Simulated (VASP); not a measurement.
# C (P6_3/mmc) in VASP: notebook

C is run at these levels: PBE; tasks: single point.

Program: VASP 6.6.1. These are calculated values, not measurements. Logs are shortened: lines on timing, memory, paths and dates and some standing lists are left out, and cuts for length are marked.

## 1. The cell of the first run

It takes space group P6_3/mmc (No. 194, hexagonal). Conventional cell: a = 2.522 Å, b = 2.522 Å, c = 16.474 Å, α = 90.00°, β = 90.00°, γ = 120.00°. Within 2.1 Å of C (site symmetry 3m) lie 4 C at 1.54 Å. C (site symmetry 3m) has 4 C at 1.54 Å within 2.1 Å. Within 2.1 Å of C (site symmetry 3m) lie 4 C at 1.54 Å. Within 2.1 Å of C (site symmetry 3m) lie 4 C at 1.54 Å.

## 2. Single point, PBE

Input file INCAR:

```
SYSTEM = C
ALGO     = Normal         ! electronic algorithm
EDIFF    = 1E-6           ! SCF threshold, eV
ENCUT    = 520            ! plane-wave cutoff, eV
GGA      = PE             ! functional
ISIF     = 2              ! what is computed and relaxed
ISMEAR   = 0              ! smearing method
LASPH    = .TRUE.         ! aspherical terms in the spheres
LCHARG   = .TRUE.         ! write CHGCAR
LELF     = .TRUE.         ! ELF
LREAL    = Auto         
LVHAR    = .TRUE.       
LWAVE    = .FALSE.        ! write WAVECAR
NBANDS   = 46             ! bands
NELM     = 80             ! most SCF steps
PREC     = Accurate       ! precision mode
SIGMA    = 0.02           ! smearing width, eV
```

Input file KPOINTS:

```
k-points
0
G
  12 12 2
  0 0 0
```

Input file POSCAR:

```
C
1.0
    2.5221000000      0.0000000000      0.0000000000
   -1.2610500000      2.1842026709      0.0000000000
    0.0000000000      0.0000000000     16.4743000000
C
16
Direct
    0.0000000000      0.0000000000      0.0468800000
    0.0000000000      0.0000000000      0.5468800000
    0.0000000000      0.0000000000      0.4531200000
    0.0000000000      0.0000000000      0.9531200000
    0.3333333333      0.6666666667      0.0781300000
    0.6666666667      0.3333333333      0.5781300000
    0.3333333333      0.6666666667      0.4218700000
    0.6666666667      0.3333333333      0.9218700000
    0.3333333333      0.6666666667      0.1718800000
    0.6666666667      0.3333333333      0.6718800000
    0.3333333333      0.6666666667      0.3281200000
    0.6666666667      0.3333333333      0.8281200000
    0.3333333333      0.6666666667      0.7968800000
    0.6666666667      0.3333333333      0.2968800000
    0.3333333333      0.6666666667      0.7031200000
    0.6666666667      0.3333333333      0.2031200000
```

Potentials or basis: VASP PAW PBE potentials, release 64 (C).

The run is started by

```console
$ cat potpaw_PBE.64/C/POTCAR > POTCAR
$ mpirun -np 1 vasp_std > vasp.out
```

OUTCAR:

```text
SYSTEM = C
   EDIFF = 1E-6
   ENCUT = 520
   GGA = PE
   ISIF = 2
   ISMEAR = 0
   LASPH = .TRUE.
   LREAL = Auto
   NELM = 80
   PREC = Accurate

 ion  position               nearest neighbor table
   1  0.000  0.000  0.047-   5 1.54   5 1.54   5 1.54   4 1.54
   2  0.000  0.000  0.547-   6 1.54   6 1.54   6 1.54   3 1.54
   3  0.000  0.000  0.453-   7 1.54   7 1.54   7 1.54   2 1.54
   4  0.000  0.000  0.953-   8 1.54   8 1.54   8 1.54   1 1.54
   5  0.333  0.667  0.078-   1 1.54   1 1.54   1 1.54   9 1.54
   6  0.667  0.333  0.578-   2 1.54   2 1.54   2 1.54  10 1.54
[... 8 lines left out ...]
  15  0.333  0.667  0.703-  10 1.54  10 1.54  10 1.54  13 1.54
  16  0.667  0.333  0.203-   9 1.54   9 1.54   9 1.54  14 1.54

  LATTYP: Found a hexagonal cell.
 ALAT       =     2.5221000000
 C/A-ratio  =     6.5319773205

  Lattice vectors:

 A1 = (   2.5221000000,   0.0000000000,   0.0000000000)
 A2 = (  -1.2610500000,   2.1842026709,   0.0000000000)
 A3 = (   0.0000000000,   0.0000000000,  16.4743000000)

Analysis of symmetry for initial positions (statically):
=====================================================================
 Subroutine PRICEL returns:
 Original cell was already a primitive cell.

 Routine SETGRP: Setting up the symmetry group for a
 hexagonal supercell.

 Subroutine GETGRP returns: Found 24 space group operations
 (whereof 12 operations were pure point group operations)
 out of a pool of 24 trial point group operations.

The static configuration has the point symmetry D_3d.
 The point group associated with its full space group is D_6h.

Analysis of symmetry for dynamics (positions and initial velocities):
=====================================================================
 Subroutine PRICEL returns:
 Original cell was already a primitive cell.

 Routine SETGRP: Setting up the symmetry group for a
 hexagonal supercell.

 Subroutine GETGRP returns: Found 24 space group operations
 (whereof 12 operations were pure point group operations)
 out of a pool of 24 trial point group operations.

The dynamic configuration has the point symmetry D_3d.
 The point group associated with its full space group is D_6h.

 Subroutine INISYM returns: Found 24 space group operations
 (whereof 12 operations are pure point group operations),
 and found     1 'primitive' translations

[... 125 lines left out ...]
   NSW    =      0    number of steps for IOM
   IBRION =     -1    ionic relax: 0-MD 1-quasi-New 2-CG
   NFREE  =      0    steps in history (QN), initial steepest desc. (CG)
   ISIF   =      2    stress and relaxation
   ISYM   =      2    0-nonsym 1-usesym 2-fastsym
   POTIM  = 0.5000    time-step for ionic-motion
   TEBEG  =    0.0;   TEEND  =   0.0 temperature during run
   PSTRESS=    0.0 pullay stress
   NELECT =      64.0000    total number of electrons
   NUPDOWN=      -1.0000    fix difference up-down
   EMIN   =  10.00;   EMAX   =-10.00  energy-range for DOS
   EFERMI =   0.00;   METHOD = LEGACY
   ISMEAR =     0;   SIGMA  =   0.02  broadening in eV -4-tet -1-fermi 0-gaus
   EFERMI_NEDOS =   21; number of points for ismear=-14 and -15
   IALGO  =     38    algorithm
   IMIX   =      4    mixing-type and parameters
     AMIX     =   0.40;   BMIX     =  1.00
     AMIX_MAG =   1.60;   BMIX_MAG =  1.00
  volume/ion in A,a.u.               =       5.67        38.28
  Fermi-wavevector in a.u.,A,eV,Ry     =   1.457183  2.753677 28.890369  2.123382
  Thomas-Fermi vector in A             =   2.574014
   LORBIT       =      0    0 simple, 1 ext, 2 COOP (PROOUT), +10 PAW based schemes
   GGA     = PE    functional components
   LHFCALC =     F    Hartree Fock is set to
   AEXX    =    0.0000 exact exchange contribution
   IVDW    =     0    specifies the selected vdW correction
   LEPSILON=     F    determine dielectric tensor
   LRPA    =     F    only Hartree local field effects (RPA)
 non-spin polarized calculation
 Gauss-broadening in eV      SIGMA  =   0.02
  energy-cutoff  :      520.00
  volume of cell :       90.75
 maximum number of plane-waves:      2474
 NGX is ok and might be reduce to    20
   NGX =  9   NGY =  9   NGZ = 61

 number of electron      64.0000001 magnetization

 Free energy of the ion-electron system (eV)
  ---------------------------------------------------
  ext. energy  EPLUGINS =         0.00000000
  ---------------------------------------------------
  free energy    TOTEN  =      -145.40006981 eV

  energy without entropy =     -145.40006981  energy(sigma->0) =     -145.40006981

 E-fermi :   9.9458     XC(G=0): -13.2495

 val. band max:        9.7993738974   @ k =   0.0000   0.0000   0.0000
 cond. band min:      14.1596925742   @ k =   0.3333   0.0000   0.0000
 fundamental gap:      4.3603186768
 Fermi energy:         9.9457821782

 k-point     1 :       0.0000    0.0000    0.0000
  band No.  band energies     occupation
      1     -11.7546      2.00000
      2     -11.3416      2.00000
      3     -11.3017      2.00000
      4     -10.0484      2.00000
      5     -10.0246      2.00000
      6      -7.9726      2.00000
[... 1117 lines left out ...]
     43      18.2306      0.00000
     44      18.2306      0.00000

 [... further k-points ...]

 [bands above 44 left out]

------------------------ aborting loop because EDIFF is reached ----------------------------------------

  FORCE on cell =-STRESS in cart. coord.  units (eV):
  Direction    XX          YY          ZZ          XY          YZ          ZX
  --------------------------------------------------------------------------------------
  -------------------------------------------------------------------------------------
  Total        0.3958274      0.3958274      3.8129818      0.0000000      0.0000000      0.0000000
  in kB        6.9880206      6.9880206     67.3151943      0.0000000      0.0000000      0.0000000
  external PRESSURE =      27.0970785 kB  Pullay stress =       0.0000000 kB

 VOLUME and BASIS-vectors are now :
 -----------------------------------------------------------------------------
  energy-cutoff  :      520.00
  volume of cell :       90.75
      direct lattice vectors                 reciprocal lattice vectors
     2.522100000  0.000000000  0.000000000     0.396494984  0.228916486  0.000000000
    -1.261050000  2.184202671  0.000000000     0.000000000  0.457832972  0.000000000
     0.000000000  0.000000000 16.474300000     0.000000000  0.000000000  0.060700606

 POSITION                                       TOTAL-FORCE (eV/Angst)
 -----------------------------------------------------------------------------------
      0.00000      0.00000      0.77232        -0.000000      0.000000     -0.023780
      0.00000      0.00000      9.00947        -0.000000     -0.000000     -0.023780
      0.00000      0.00000      7.46483        -0.000000      0.000000      0.023780
      0.00000      0.00000     15.70198        -0.000000     -0.000000      0.023780
     -0.00000      1.45614      1.28714        -0.000000      0.000000      0.015766
      1.26105      0.72807      9.52429         0.000000     -0.000000      0.015766
[... 8 lines left out ...]
     -0.00000      1.45614     11.58341        -0.000000      0.000000     -0.323291
      1.26105      0.72807      3.34626         0.000000      0.000000     -0.323291
 -----------------------------------------------------------------------------------
    total drift:                                0.000000     -0.000000      0.000000

  FREE ENERGIE OF THE ION-ELECTRON SYSTEM (eV)
  ---------------------------------------------------
  free  energy   TOTEN  =      -145.4000698075 eV

  energy  without entropy=     -145.4000698075  energy(sigma->0) =     -145.40006981
```

OSZICAR:

```text
N       E                     dE             d eps       ncg     rms          rms(c)
DAV:   1     0.174224302139E+03    0.17422E+03   -0.33734E+04  3496   0.136E+03
DAV:   2    -0.137452825115E+03   -0.31168E+03   -0.29478E+03  4468   0.261E+02
DAV:   3    -0.150321420820E+03   -0.12869E+02   -0.12768E+02  4560   0.494E+01
DAV:   4    -0.150510466534E+03   -0.18905E+00   -0.18846E+00  4608   0.618E+00
DAV:   5    -0.150514487991E+03   -0.40215E-02   -0.40178E-02  4430   0.865E-01    0.157E+01
DAV:   6    -0.146677947834E+03    0.38365E+01   -0.25843E+00  4044   0.675E+00    0.937E+00
DAV:   7    -0.145397565991E+03    0.12804E+01   -0.33114E+00  4062   0.786E+00    0.194E+00
DAV:   8    -0.145399580297E+03   -0.20143E-02   -0.94402E-02  4382   0.129E+00    0.956E-02
DAV:   9    -0.145399933671E+03   -0.35337E-03   -0.12320E-03  4612   0.176E-01    0.431E-02
DAV:  10    -0.145400066105E+03   -0.13243E-03   -0.12651E-04  4356   0.628E-02    0.176E-02
DAV:  11    -0.145400069435E+03   -0.33305E-05   -0.68553E-06  4496   0.144E-02    0.419E-03
DAV:  12    -0.145400069808E+03   -0.37249E-06   -0.81822E-07  3184   0.602E-03
   1 F= -.14540007E+03 E0= -.14540007E+03  d E =-.417649E-27
```

Wall time 1.7 min (1 thread of Intel Xeon 6975P-C (Granite Rapids), shared host); peak memory 0.25 GiB.

Results:

```
Free energy            : -145.4001 eV
Pressure               : 2.7 GPa
Largest force          : 0.323 eV/Å
Band gap on the k mesh : 4.36 eV (least direct gap 5.36 eV)
```

Forces on the atoms (eV/Å):
```
C    0.000  0.000 -0.024
C    0.000  0.000 -0.024
C    0.000  0.000  0.024
C    0.000  0.000  0.024
C    0.000  0.000  0.016
C    0.000  0.000  0.016
C    0.000  0.000 -0.016
C    0.000  0.000 -0.016
C    0.000  0.000 -0.318
C    0.000  0.000 -0.318
C    0.000  0.000  0.318
C    0.000  0.000  0.318
C    0.000  0.000  0.323
C    0.000  0.000  0.323
C    0.000  0.000 -0.323
C    0.000  0.000 -0.323
```

## 3. Single point, PBE

This run uses another cell than the first one, of 5.70 Å³/atom.

INCAR: that of step 2 with these lines changed.

```diff
@@ -2,3 +2,3 @@
 ALGO     = Normal         ! electronic algorithm
-EDIFF    = 1E-6           ! SCF threshold, eV
+EDIFF    = 1E-7           ! SCF threshold, eV
 ENCUT    = 520            ! plane-wave cutoff, eV
@@ -8,6 +8,4 @@
 LASPH    = .TRUE.         ! aspherical terms in the spheres
-LCHARG   = .TRUE.         ! write CHGCAR
-LELF     = .TRUE.         ! ELF
+LCHARG   = .FALSE.        ! write CHGCAR
 LREAL    = Auto         
-LVHAR    = .TRUE.       
 LWAVE    = .FALSE.        ! write WAVECAR
```

KPOINTS is that of step 2.

Input file POSCAR:

```
C
1.0
    2.5217134727      0.0000000000      0.0000000000
   -1.2608567363      2.1838679284      0.0000000000
    0.0000000000      0.0000000000     16.5532551391
C
16
Direct
    0.0000000000      0.0000000000      0.0467068132
    0.0000000000      0.0000000000      0.5467068132
    0.0000000000      0.0000000000      0.4532931868
    0.0000000000      0.0000000000      0.9532931868
    0.3333333333      0.6666666667      0.0778770114
    0.6666666667      0.3333333333      0.5778770114
    0.3333333333      0.6666666667      0.4221229886
    0.6666666667      0.3333333333      0.9221229886
    0.3333333333      0.6666666667      0.1712319725
    0.6666666667      0.3333333333      0.6712319725
    0.3333333333      0.6666666667      0.3287680275
    0.6666666667      0.3333333333      0.8287680275
    0.3333333333      0.6666666667      0.7974130762
    0.6666666667      0.3333333333      0.2974130762
    0.3333333333      0.6666666667      0.7025869238
    0.6666666667      0.3333333333      0.2025869238
```

Potentials or basis: VASP PAW PBE potentials, release 64 (C).

The run is started by

```console
$ cat potpaw_PBE.64/C/POTCAR > POTCAR
$ mpirun -np 1 vasp_std > vasp.out
```

It took 1.7 min on 1 thread of Intel Xeon 6975P-C (Granite Rapids), shared host; peak memory 0.25 GiB.

Results (log left out):

```
Free energy            : -145.4226 eV
Pressure               : 0.7 GPa
Largest force          : 0.008 eV/Å
Band gap on the k mesh : 4.39 eV (least direct gap 5.42 eV)
```

Forces in eV/Å, atoms in the order of the input:
```
C    0.000  0.000  0.008
C    0.000  0.000  0.008
C    0.000  0.000 -0.008
C    0.000  0.000 -0.008
C    0.000  0.000 -0.004
C    0.000  0.000 -0.004
C    0.000  0.000  0.004
C    0.000  0.000  0.004
C    0.000  0.000 -0.002
C    0.000  0.000 -0.002
C    0.000  0.000  0.002
C    0.000  0.000  0.002
C    0.000  0.000  0.003
C    0.000  0.000  0.003
C    0.000  0.000 -0.003
C    0.000  0.000 -0.003
```

Levels at points of the mesh, in eV from the valence-band top:
```
           k point  band 28  band 29  band 30  band 31  band 32  band 33  band 34  band 35  band 36  band 37
(0.00, 0.00, 0.00)    -0.60    -0.60    -0.11     0.00     0.00     5.42     5.42     5.52     6.11     6.11
(0.50, 0.00, 0.00)    -3.79    -3.59    -3.56    -3.31    -2.87     4.64     4.93     5.01     5.30     5.89
(0.00, 0.00, 0.50)    -0.84    -0.19    -0.19    -0.19    -0.19     5.65     5.65     5.65     5.65     5.95
(0.50, 0.00, 0.50)    -4.24    -3.54    -3.54    -3.07    -3.07     4.73     4.73     5.37     5.37     5.66
```

A k mesh can miss the band edges.

## 4. Single point, PBE

This run uses another cell than the first one, of 5.70 Å³/atom.

Input file INCAR:

```
ALGO     = Normal         # electronic algorithm
EDIFF    = 1E-6           # SCF threshold, eV
ENCUT    = 520            # plane-wave cutoff, eV
GGA      = PE             # functional
ISIF     = 2              # what is computed and relaxed
ISMEAR   = 0              # smearing method
LASPH    = T              # aspherical terms in the spheres
LCHARG   = F              # write CHGCAR
LREAL    = Auto         
LWAVE    = F              # write WAVECAR
NBANDS   = 46             # bands
NELM     = 80             # most SCF steps
PREC     = Accurate       # precision mode
SIGMA    = 0.02           # smearing width, eV
```

Input file KPOINTS:

```
k-points
0
Gamma
  12 12 2
```

POSCAR is that of step 3.

The run is started by

```console
$ cat potpaw_PBE.64/C/POTCAR > POTCAR
$ mpirun -np 1 vasp_std > vasp.out
```

Wall time 99 s (1 thread of Intel Xeon 6975P-C (Granite Rapids), shared host); peak memory 0.25 GiB.

It converged, with:

* Free energy: -145.4226 eV
* Pressure: 0.7 GPa
* Largest force: 0.008 eV/Å
* Band gap on the k mesh: 4.39 eV (least direct gap 5.42 eV)

Forces in eV/Å, atoms in the order of the input:
```
C    0.000  0.000  0.008
C    0.000  0.000  0.008
C    0.000  0.000 -0.008
C    0.000  0.000 -0.008
C    0.000  0.000 -0.004
C    0.000  0.000 -0.004
C    0.000  0.000  0.004
C    0.000  0.000  0.004
C    0.000  0.000 -0.002
C    0.000  0.000 -0.002
C    0.000  0.000  0.002
C    0.000  0.000  0.002
C    0.000  0.000  0.003
C    0.000  0.000  0.003
C    0.000  0.000 -0.003
C    0.000  0.000 -0.003
```

Levels at points of the mesh, in eV from the valence-band top:
| k point | band 28 | band 29 | band 30 | band 31 | band 32 | band 33 | band 34 | band 35 | band 36 | band 37 |
| --- | --- | --- | --- | --- | --- | --- | --- | --- | --- | --- |
| (0.00, 0.00, 0.00) | -0.60 | -0.60 | -0.11 | 0.00 | 0.00 | 5.42 | 5.42 | 5.52 | 6.11 | 6.11 |
| (0.50, 0.00, 0.00) | -3.79 | -3.59 | -3.56 | -3.31 | -2.87 | 4.64 | 4.93 | 5.01 | 5.30 | 5.89 |
| (0.00, 0.00, 0.50) | -0.84 | -0.19 | -0.19 | -0.19 | -0.19 | 5.65 | 5.65 | 5.65 | 5.65 | 5.95 |
| (0.50, 0.00, 0.50) | -4.24 | -3.54 | -3.54 | -3.07 | -3.07 | 4.73 | 4.73 | 5.37 | 5.37 | 5.66 |

A k mesh can miss the band edges. PBE gaps usually lie below the measured ones, often by a third to a half.

## 5. Single point, PBE (5.87 Å³/atom)

This run uses another cell than the first one, of 5.87 Å³/atom.

Input file INCAR:

```
PREC = Accurate ; ENCUT = 520
EDIFF = 1E-7 ; ISMEAR = 0
SIGMA = 0.02 ; LREAL = Auto
LASPH = T ; NELM = 100
ALGO = Normal ; ISIF = 2
LWAVE = F ; LCHARG = F
GGA = PE ; NBANDS = 46
```

Input file KPOINTS:

```
regular mesh
0
Gamma
  12 12 2
```

Input file POSCAR:

```
C
1.0
    2.5467557599      0.0000000000      0.0000000000
   -1.2733778800      2.2055551853      0.0000000000
    0.0000000000      0.0000000000     16.7161984000
C
16
Direct
    0.0000000000      0.0000000000      0.0467095115
    0.0000000000      0.0000000000      0.5467095115
    0.0000000000      0.0000000000      0.4532904885
    0.0000000000      0.0000000000      0.9532904885
    0.3333333333      0.6666666667      0.0778732748
    0.6666666667      0.3333333333      0.5778732748
    0.3333333333      0.6666666667      0.4221267252
    0.6666666667      0.3333333333      0.9221267252
    0.3333333333      0.6666666667      0.1712331387
    0.6666666667      0.3333333333      0.6712331387
    0.3333333333      0.6666666667      0.3287668613
    0.6666666667      0.3333333333      0.8287668613
    0.3333333333      0.6666666667      0.7974346664
    0.6666666667      0.3333333333      0.2974346664
    0.3333333333      0.6666666667      0.7025653336
    0.6666666667      0.3333333333      0.2025653336
```

The run is started by

```console
$ cat potpaw_PBE.64/C/POTCAR > POTCAR
$ mpirun -np 1 vasp_std > vasp.out
```

It took 97 s on 1 thread of Intel Xeon 6975P-C (Granite Rapids), shared host; peak memory 0.25 GiB.

The run converged. Its results:

| Property | Result |
| --- | --- |
| Free energy | -145.3304 eV |
| Pressure | -11.6 GPa |
| Largest force | 0.015 eV/Å |
| Band gap on the k mesh | 4.32 eV (least direct gap 5.35 eV) |

Forces on the atoms (eV/Å):
```
C    0.000  0.000  0.009
C    0.000  0.000  0.009
C    0.000  0.000 -0.009
C    0.000  0.000 -0.009
C    0.000  0.000 -0.015
C    0.000  0.000 -0.015
C    0.000  0.000  0.015
C    0.000  0.000  0.015
C    0.000  0.000 -0.002
C    0.000  0.000 -0.002
C    0.000  0.000  0.002
C    0.000  0.000  0.002
C    0.000  0.000  0.000
C    0.000  0.000  0.000
C    0.000  0.000  0.000
C    0.000  0.000  0.000
```

Levels at points of the mesh, in eV from the valence-band top:
```
           k point  band 30  band 31  band 32  band 33  band 34  band 35
(0.00, 0.00, 0.00)    -0.10     0.00     0.00     5.35     5.35     5.44
(0.50, 0.00, 0.00)    -3.46    -3.21    -2.79     4.57     4.86     4.95
(0.00, 0.00, 0.50)    -0.18    -0.18    -0.18     5.57     5.57     5.57
(0.50, 0.00, 0.50)    -3.44    -2.98    -2.98     4.66     4.66     5.29
```

Caveat: the cell stands under tension. A k mesh can miss the band edges.

## 6. The runs side by side

```csv
cell,gap on the mesh (eV),pressure (GPa),largest force (eV/Å)
"a = 2.522, b = 2.522, c = 16.474 Å, angles 90.0, 90.0, 120.0°, 16 atoms, atomic positions A",4.36,2.7,0.32
"a = 2.522, b = 2.522, c = 16.553 Å, angles 90.0, 90.0, 120.0°, 16 atoms, atomic positions B",4.39,0.7,0.01
"a = 2.547, b = 2.547, c = 16.716 Å, angles 90.0, 90.0, 120.0°, 16 atoms, atomic positions B",4.32,-11.6,0.02
```

Alike in all rows: task single point; level PBE; potentials or basis VASP PAW PBE potentials, release 64 (C); no spin polarisation; k mesh 12 × 12 × 2; cutoff (eV) 520; smearing gaussian 0.02 eV.

Caveats: the cell stands under tension (at least some runs).

Absolute energies hang on the potentials; compare differences alone.
